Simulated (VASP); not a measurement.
# Ta in VASP: a series of runs, part 2 of 2

VASP 6.6.1. Earlier steps stand in the parts before.

## Step 3: Single point, r2SCAN (uniaxial strain along a: +4.0 %)

Contents of POSCAR:

```
Ta
1.0
    3.4368513154      0.0000000000      0.0000000000
    0.0000000000      3.2716180791      0.0000000000
    0.0000000000      0.0000000000      3.2716180791
Ta
2
Direct
    0.0000000000      0.0000000000      0.0000000000
    0.5000000000      0.5000000000      0.5000000000
```

Contents of INCAR.step1:

```
SYSTEM = Ta
PREC     = Accurate       ! precision mode
ENCUT    = 520            ! plane-wave cutoff, eV
ISMEAR   = 0              ! smearing method
SIGMA    = 0.1            ! smearing width, eV
LREAL    = .False.        ! projectors in reciprocal space
LASPH    = .True.         ! aspherical terms in the spheres
NELM     = 100            ! most SCF steps
NBANDS   = 18             ! bands
GGA      = PE             ! functional
ALGO     = Normal         ! electronic algorithm
EDIFF    = 1E-4           ! SCF threshold, eV
LWAVE    = .True.         ! write WAVECAR
LCHARG   = .False.        ! write CHGCAR
```

Contents of INCAR.step2:

```
SYSTEM = Ta
PREC     = Accurate       ! precision mode
ENCUT    = 520            ! plane-wave cutoff, eV
EDIFF    = 1E-6           ! SCF threshold, eV
ISMEAR   = 0              ! smearing method
SIGMA    = 0.1            ! smearing width, eV
LREAL    = .False.        ! projectors in reciprocal space
LASPH    = .True.         ! aspherical terms in the spheres
NELM     = 100            ! most SCF steps
ALGO     = Normal         ! electronic algorithm
ISIF     = 2              ! what is computed and relaxed
LWAVE    = .False.        ! write WAVECAR
LCHARG   = .True.         ! write CHGCAR
METAGGA  = R2SCAN         ! meta-GGA
LMIXTAU  = .True.       
LELF     = .True.         ! ELF
LVHAR    = .True.       
NBANDS   = 18             ! bands
ISTART   = 1
```

Contents of KPOINTS:

```
Automatic mesh
0
Gamma
  16 16 16
  0 0 0
```

Potentials or basis: VASP PAW PBE potentials, release 64 (Ta_pv).

Started as:

```console
> cat potpaw_PBE.64/Ta_pv/POTCAR > POTCAR
> cp INCAR.step1 INCAR
> mpirun -np 1 vasp_std > vasp.out
> cp INCAR.step2 INCAR
> mpirun -np 1 vasp_std > vasp.out
```

OUTCAR:

```text
SYSTEM = Ta
   PREC = Accurate
   ENCUT = 520
   EDIFF = 1E-6
   ISMEAR = 0
   LREAL = .False.
   LASPH = .True.
   NELM = 100
   ISIF = 2
   METAGGA = R2SCAN
   ISTART = 1

 ion  position               nearest neighbor table
   1  0.000  0.000  0.000-   2 2.88   2 2.88   2 2.88   2 2.88   2 2.88   2 2.88   2 2.88   2 2.88

   2  0.500  0.500  0.500-   1 2.88   1 2.88   1 2.88   1 2.88   1 2.88   1 2.88   1 2.88   1 2.88

  LATTYP: Found a simple tetragonal cell.
 ALAT       =     3.2716180791
 C/A-ratio  =     1.0505050505

  Lattice vectors:

 A1 = (   0.0000000000,   3.2716180791,   0.0000000000)
 A2 = (   0.0000000000,   0.0000000000,   3.2716180791)
 A3 = (   3.4368513154,   0.0000000000,   0.0000000000)

Analysis of symmetry for initial positions (statically):
=====================================================================
 Subroutine PRICEL returns following result:

  LATTYP: Found a body centered tetragonal cell.
 ALAT       =     3.2716180791
 C/A-ratio  =     1.0505050505

  Lattice vectors:

 A1 = (  -1.7184256577,   1.6358090395,   1.6358090395)
 A2 = (  -1.7184256577,  -1.6358090396,  -1.6358090396)
 A3 = (   1.7184256577,  -1.6358090395,   1.6358090396)

   2 primitive cells build up your supercell.

 Routine SETGRP: Setting up the symmetry group for a
 simple tetragonal supercell.

 Subroutine GETGRP returns: Found 16 space group operations
 (whereof 16 operations were pure point group operations)
 out of a pool of 16 trial point group operations.

The static configuration has the point symmetry D_4h.

Analysis of symmetry for dynamics (positions and initial velocities):
=====================================================================
 Subroutine PRICEL returns following result:

  LATTYP: Found a body centered tetragonal cell.
 ALAT       =     3.2716180791
 C/A-ratio  =     1.0505050505

  Lattice vectors:

[... 121 lines left out ...]
   PSTRESS=    0.0 pullay stress
   NELECT =      22.0000    total number of electrons
   NUPDOWN=      -1.0000    fix difference up-down
   EMIN   =  10.00;   EMAX   =-10.00  energy-range for DOS
   EFERMI =   0.00;   METHOD = LEGACY
   ISMEAR =     0;   SIGMA  =   0.10  broadening in eV -4-tet -1-fermi 0-gaus
   EFERMI_NEDOS =   21; number of points for ismear=-14 and -15
   IALGO  =     38    algorithm
   IMIX   =      4    mixing-type and parameters
     AMIX     =   0.40;   BMIX     =  1.00
     AMIX_MAG =   1.60;   BMIX_MAG =  1.00
  volume/ion in A,a.u.               =      18.39       124.12
  Fermi-wavevector in a.u.,A,eV,Ry     =   1.379284  2.606469 25.884060  1.902425
  Thomas-Fermi vector in A             =   2.504268
   LORBIT       =      0    0 simple, 1 ext, 2 COOP (PROOUT), +10 PAW based schemes
   METAGGA = R2SCAN    functional components
   LHFCALC =     F    Hartree Fock is set to
   AEXX    =    0.0000 exact exchange contribution
   IVDW    =     0    specifies the selected vdW correction
   LEPSILON=     F    determine dielectric tensor
   LRPA    =     F    only Hartree local field effects (RPA)
 non-spin polarized calculation
 Gauss-broadening in eV      SIGMA  =   0.10
  energy-cutoff  :      520.00
  volume of cell :       36.79
 maximum number of plane-waves:      1014
 NGX is ok and might be reduce to    28

 number of electron      22.0000008 magnetization

 Free energy of the ion-electron system (eV)
  ---------------------------------------------------
  ext. energy  EPLUGINS =         0.00000000
  ---------------------------------------------------
  free energy    TOTEN  =       -97.14181258 eV

  energy without entropy =      -97.12953246  energy(sigma->0) =      -97.13567252

 E-fermi :   5.1577     XC(G=0): -13.6500

 val. band max:        5.1558398532   @ k =   0.0625   0.4375   0.1250
 cond. band min:       5.1647885694   @ k =   0.1875   0.2500   0.0000
 fundamental gap:      0.0089487163
 Fermi energy:         5.1577130760

 k-point     1 :       0.0000    0.0000    0.0000
  band No.  band energies     occupation
      1     -30.0331      2.00000
      2     -29.9129      2.00000
      3     -29.9129      2.00000
      4     -29.1601      2.00000
      5     -29.1534      2.00000
      6     -29.1534      2.00000
[... 481 lines left out ...]
      5     -29.3331      2.00000
      6     -29.2280      2.00000
[... 10 lines left out ...]
     17      11.0709      0.00000
     18      11.3712      0.00000

 [... further k-points ...]
[... 5 lines left out ...]
  --------------------------------------------------------------------------------------
  -------------------------------------------------------------------------------------
  Total       -1.3914202     -0.2691069     -0.2691069      0.0000000      0.0000000      0.0000000
  in kB      -60.6014396    -11.7205894    -11.7205894      0.0000000      0.0000000      0.0000000
  external PRESSURE =     -28.0142061 kB  Pullay stress =       0.0000000 kB

 VOLUME and BASIS-vectors are now :
 -----------------------------------------------------------------------------
  energy-cutoff  :      520.00
  volume of cell :       36.79
      direct lattice vectors                 reciprocal lattice vectors
     3.436851315  0.000000000  0.000000000     0.290963998  0.000000000  0.000000000
     0.000000000  3.271618079  0.000000000     0.000000000  0.305659150  0.000000000
     0.000000000  0.000000000  3.271618079     0.000000000  0.000000000  0.305659150

 POSITION                                       TOTAL-FORCE (eV/Angst)
 -----------------------------------------------------------------------------------
      0.00000      0.00000      0.00000         0.000000     -0.000000      0.000000
      1.71843      1.63581      1.63581         0.000000      0.000000     -0.000000
 -----------------------------------------------------------------------------------
    total drift:                                0.000000      0.000000      0.000000

  FREE ENERGIE OF THE ION-ELECTRON SYSTEM (eV)
  ---------------------------------------------------
  free  energy   TOTEN  =       -97.1418125751 eV

  energy  without entropy=      -97.1295324604  energy(sigma->0) =      -97.13567252
```

OUTCAR.step1:

```text
SYSTEM = Ta
   PREC = Accurate
   ENCUT = 520
   ISMEAR = 0
   LREAL = .False.
   LASPH = .True.
[... 748 lines left out ...]
      0.00000      0.00000      0.00000         0.000000     -0.000000      0.000000
      1.71843      1.63581      1.63581         0.000000      0.000000     -0.000000
 -----------------------------------------------------------------------------------
    total drift:                                0.000000      0.000000      0.000000

  FREE ENERGIE OF THE ION-ELECTRON SYSTEM (eV)
  ---------------------------------------------------
  free  energy   TOTEN  =       -23.6115849670 eV

  energy  without entropy=      -23.5974552129  energy(sigma->0) =      -23.60452009
```

It took 6.4 min on 1 thread of Intel Xeon 6975P-C (Granite Rapids), shared host; peak memory 0.32 GiB.

Results:

- Free energy: -97.1418 eV
- Pressure: -2.8 GPa
- Band gap on the k mesh: zero (bands 11 and 12 overlap by 2.86 eV)

Stress tensor (GPa, compression positive):
```
-6.06  0.00  0.00
 0.00 -1.17  0.00
 0.00  0.00 -1.17
```

Caveat: the cell differs from its parent crystal (uniaxial strain along a: +4.0 %); the PAW data sets were made with another functional, which shifts forces and pressure a little; spin-orbit coupling is left out, which moves the levels of the heavy elements.

## Step 4: Relaxation of cell and atoms, r2SCAN

This run uses another cell than the first one: it holds 1 atom, not 2.

Contents of POSCAR:

```
Ta
1.0
   -1.6549278069      1.6549278069      1.6549278069
    1.6549278069     -1.6549278069      1.6549278069
    1.6549278069      1.6549278069     -1.6549278069
Ta
1
Direct
    0.0000000000      0.0000000000      0.0000000000
```

Contents of INCAR.step1:

```
PREC     = Accurate       # precision mode
ENCUT    = 600            # plane-wave cutoff, eV
ISMEAR   = 0              # smearing method
SIGMA    = 0.1            # smearing width, eV
LREAL    = False          # projectors in reciprocal space
LASPH    = True           # aspherical terms in the spheres
NELM     = 60             # most SCF steps
GGA      = PE             # functional
ALGO     = Normal         # electronic algorithm
EDIFF    = 1E-4           # SCF threshold, eV
LWAVE    = True           # write WAVECAR
LCHARG   = False          # write CHGCAR
```

Contents of INCAR.step2:

```
PREC     = Accurate       # precision mode
ENCUT    = 600            # plane-wave cutoff, eV
EDIFF    = 1E-6           # SCF threshold, eV
ISMEAR   = 0              # smearing method
SIGMA    = 0.1            # smearing width, eV
LREAL    = False          # projectors in reciprocal space
LASPH    = True           # aspherical terms in the spheres
NELM     = 60             # most SCF steps
ALGO     = Normal         # electronic algorithm
ISIF     = 3              # what is computed and relaxed
LWAVE    = False          # write WAVECAR
LCHARG   = False          # write CHGCAR
METAGGA  = R2SCAN         # meta-GGA
LMIXTAU  = True         
IBRION   = 2              # ionic algorithm
NSW      = 100            # ionic steps
EDIFFG   = -0.005         # ionic threshold
ISTART   = 1
```

Contents of KPOINTS:

```
Automatic mesh
0
Gamma
  18 18 18
```

Started as:

```console
> cat potpaw_PBE.64/Ta_pv/POTCAR > POTCAR
> cp INCAR.step1 INCAR
> mpirun -np 1 vasp_std > vasp.out
> cp INCAR.step2 INCAR
> mpirun -np 1 vasp_std > vasp.out
```

Run time: 1.7 min. Hardware: 1 thread of Intel Xeon Platinum 8488C (Sapphire Rapids), shared host; peak memory 0.18 GiB.

It converged, with:

```yaml
Free_energy: -48.5835 eV
Relaxed_volume: 18.10 Å³/atom
Relaxed_cell: a = 2.865 Å, b = 2.865 Å, c = 2.865 Å, α = 109.47°, β = 109.47°, γ = 109.47°
Space_group_after_relaxing_to_0.1_Å: Im-3m (No. 229)
Energy_gained_by_relaxing: 0.0 meV/atom
Ionic_steps: 3
Pressure_after_relaxing: 0.0 GPa
Band_gap_on_the_k_mesh: zero (an odd number of electrons rules out a gap without spin polarisation)
```

Final structure:
```
Ta
1.0
    -1.65391    1.65391    1.65391
     1.65391   -1.65391    1.65391
     1.65391    1.65391   -1.65391
Ta
1
Direct
  0.00000 0.00000 0.00000
```

Levels at points of the mesh, in eV from the Fermi level:
| k point | band 3 | band 4 | band 5 | band 6 | band 7 | band 8 | band 9 |
| --- | --- | --- | --- | --- | --- | --- | --- |
| (0.00, 0.00, 0.00) | -34.24 | -8.31 | 0.84 | 0.84 | 0.84 | 4.31 | 4.31 |
| (0.50, 0.00, 0.00) | -34.25 | -4.54 | -1.55 | 1.45 | 4.18 | 5.24 | 8.04 |
| (0.50, 0.50, 0.50) | -35.08 | -3.92 | -3.92 | 7.08 | 7.08 | 7.08 | 8.97 |

Caveat: the PAW data sets were made with another functional, which shifts forces and pressure a little; spin-orbit coupling is left out, which moves the levels of the heavy elements.

## Step 5: Summary

```tsv
task	cell	k mesh	cutoff (eV)	gap on the mesh (eV)	pressure (GPa)
single point	a = 3.437, b = 3.259, c = 3.259 Å, 2 atoms, atomic positions A	16 × 16 × 16	520	none	-1.2
single point	a = 3.437, b = 3.272, c = 3.272 Å, 2 atoms, atomic positions A	16 × 16 × 16	520	none	-2.8
relaxation of cell and atoms	relaxed from a = 2.866 Å, angles 109.5°, 1 atom, atomic positions B	18 × 18 × 18	600	none	0.0
```

Alike in all rows: level r2SCAN; potentials or basis VASP PAW PBE potentials, release 64 (Ta_pv); no spin polarisation; smearing gaussian 0.1 eV.

Caveats: the PAW data sets were made with another functional, which shifts forces and pressure a little; spin-orbit coupling is left out, which moves the levels of the heavy elements; the stress differs along the axes, from -5 to 1 GPa (at least some runs).

Absolute energies hang on the potentials; compare differences alone.

The gap in the log of VASP goes by the Fermi energy; the results here count the filled bands.